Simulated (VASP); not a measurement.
Runs of VASP 6.6.1 on TiTl. The structure is that of space group P-6m2 (No. 187), or close to it. The cells are those of the table. The cell was built from a structure type or drawn by symmetry, and may not be a known phase.

```csv
task,spin,cell,cutoff (eV),gap on the mesh (eV),pressure (GPa)
single point,collinear,"a = 3.179, b = 3.179, c = 4.830 Å, angles 90.0, 90.0, 120.0°, 2 atoms",520,none,(a)
relaxation of cell and atoms,off,"relaxed from a = 3.139, b = 3.139, c = 5.466 Å, angles 90.0, 90.0, 120.0°, 2 atoms",600,none,-0.2
single point,off,"a = 3.179, b = 3.179, c = 4.830 Å, angles 90.0, 90.0, 120.0°, 2 atoms",520,none,-0.1
single point,off,"a = 3.139, b = 3.139, c = 5.466 Å, angles 90.0, 90.0, 120.0°, 2 atoms",520,none,-5.6
```

Alike in all rows: level PBE; potentials or basis VASP PAW PBE potentials, release 64 (Ti_sv, Tl_d); k mesh 6 × 6 × 4; smearing gaussian 0.1 eV.

**Question.** Fill in the values left out.

**Answer.** (a) 0.0.

Caveats: all runs use coarse meshes; spin-orbit coupling is left out, which moves the levels of the heavy elements.

A k mesh can miss the band edges, and the runs leave out spin-orbit coupling on Tl.

A gap of «none» marks levels without a gap at the run's occupations.
